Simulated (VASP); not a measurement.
Write the native input for VASP 6.6.1 that does the following.

```
Task                   : single point
Functional             : PBEsol
Potentials or basis    : VASP PAW PBE potentials, release 64 (W_sv)
Cutoff                 : 520 eV
k mesh                 : 11 × 11 × 11
Occupations            : fermi-dirac, width 0.1 eV
Spin                   : no spin polarisation
Dipole correction      : no
Further INCAR settings : ALGO = Normal; EDIFF = 1e-07; NBANDS = 21
```

The structure of W lies in POSCAR:

```
W
1.0
    0.0000000000      2.9171379000      2.9171379000
    2.9171379000      0.0000000000      2.9171379000
    2.9171379000      2.9171379000      0.0000000000
W
2
Direct
    0.1250000000      0.1250000000      0.1250000000
    0.8750000000      0.8750000000      0.8750000000
```

This isn't the form of W at room conditions, which is bcc.

These files were run (other wordings do the same):

INCAR

```
SYSTEM = W
PREC = Accurate
ENCUT = 520
EDIFF = 1E-7
ISMEAR = -1
SIGMA = 0.1
LREAL = .FALSE.
LASPH = .TRUE.
NELM = 100
ALGO = Normal
ISIF = 2
LWAVE = .FALSE.
LCHARG = .FALSE.
GGA = PS
NBANDS = 21
```

KPOINTS

```
Automatic mesh
0
G
  11 11 11
  0 0 0
```

Potentials or basis: VASP PAW PBE potentials, release 64 (W_sv).

Command:

```console
$ cat potpaw_PBE.64/W_sv/POTCAR > POTCAR
$ mpirun -np 1 vasp_std > vasp.out
```

It gave:

```yaml
Pressure: -4.2 GPa
Band_gap_on_the_k_mesh: zero (bands 14 and 15 overlap by 1.01 eV)
```

Caveat: the cell stands under tension; the PAW data sets were made with another functional, which shifts forces and pressure a little; spin-orbit coupling is left out, which moves the levels of the heavy elements.

Run time: 29 s on 1 thread of Intel(R) Xeon(R) Platinum 8488C (Sapphire Rapids), with other jobs on the host, peak memory 0.2 GiB.
